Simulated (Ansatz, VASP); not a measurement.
# Sb: VASP beside Ansatz

```
CELL_PARAMETERS angstrom
0.00000 3.32920 3.32920
3.32920 0.00000 3.32920
3.32920 3.32920 0.00000
ATOMIC_POSITIONS crystal
Sb 0.12500 0.12500 0.12500
Sb 0.87500 0.87500 0.87500
```

Alike in both runs: task single point; functional r2SCAN; k mesh 9 × 9 × 9; occupations fermi-dirac, width 0.1 eV; no spin polarisation.

```csv
,VASP,Ansatz
version,VASP 6.6.1,Ansatz 0.2.0
potentials or method,"VASP PAW PBE potentials, release 64 (Sb), cutoff 550 eV","plane waves (500 eV) with PAW, scalar-relativistic"
valence electrons in the cell,10,30
```

```tsv
	VASP	Ansatz	Ansatz less VASP
pressure (GPa)	5.6	5.4	-0.15
```

VASP's potentials were made for PBE, not for r2SCAN. VASP's potentials hold 10 valence electrons a cell and Ansatz's 30, so a difference there can come from the potentials and not from the codes.

Neither program's run includes spin-orbit coupling.
